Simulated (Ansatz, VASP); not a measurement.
**In3Sb in VASP and in Ansatz**

Contents of INCAR:

```
  ALGO = Fast
  EDIFF = 1E-6
  ENCUT = 520
  GGA = PS
  ISIF = 2
  ISMEAR = 0
  IVDW = 12
  LASPH = True
  LCHARG = False
  LREAL = False
  LWAVE = False
  NBANDS = 30
  NELM = 80
  PREC = Accurate
  SIGMA = 0.15
```

Contents of KPOINTS:

```
k-points
0
Gamma
  12 12 12
```

POSCAR

```
In3Sb
1.0
    4.0536213632      0.0000000000      0.0000000000
    0.0000000000      4.0536213632      0.0000000000
    0.0000000000      0.0000000000      6.0804320448
In Sb
3 1
Direct
    0.5000000000      0.5000000000      0.0000000000
    0.5000000000      0.0000000000      0.5000000000
    0.0000000000      0.5000000000      0.5000000000
    0.0000000000      0.0000000000      0.0000000000
```

Input for Ansatz:

```yaml
crystal:
  lattice:
    - [4.0536213632, 0.0, 0.0]
    - [0.0, 4.0536213632, 0.0]
    - [0.0, 0.0, 6.0804320448]
  atoms:
    - { symbol: In, position: [0.5, 0.5, 0.0] }
    - { symbol: In, position: [0.5, 0.0, 0.5] }
    - { symbol: In, position: [0.0, 0.5, 0.5] }
    - { symbol: Sb, position: [0.0, 0.0, 0.0] }
basis:
  ecutwfc: 420
kpoints:
  mp_grid: { grid: [12, 12, 12] }
hamiltonian:
  xc: pbesol
  dispersion: d3bj
scf:
  occupations: { method: gaussian, width: 0.15 }
output:
  forces: true
  stress: true
  eigenvalues: true
```

Alike in both runs: task single point; functional PBEsol; dispersion D3(BJ); k mesh 12 × 12 × 12; occupations gaussian, width 0.15 eV; no spin polarisation.

```csv
,VASP,Ansatz
version,VASP 6.6.1,Ansatz 0.2.0
potentials or method,"VASP PAW PBE potentials, release 64 (In_d, Sb), cutoff 520 eV","scalar-relativistic, plane waves, PAW"
valence electrons in the cell,44,54
```

|  | VASP | Ansatz | Ansatz less VASP |
| --- | --- | --- | --- |
| gap on the k mesh at the Fermi level (eV) | none | none | - |
| pressure (GPa) | 3.3 | 3.3 | +0.01 |
| traceless stress, the component that is largest in VASP (GPa) | -7.50 | -7.47 | +0.031 |

VASP's potentials were made for PBE, not for PBEsol. A gap of «none» marks a metal or a gap that the smearing closes. VASP's potentials hold 44 valence electrons a cell and Ansatz's 54, so a difference there can come from the potentials and not from the codes.

Neither program's run includes spin-orbit coupling.
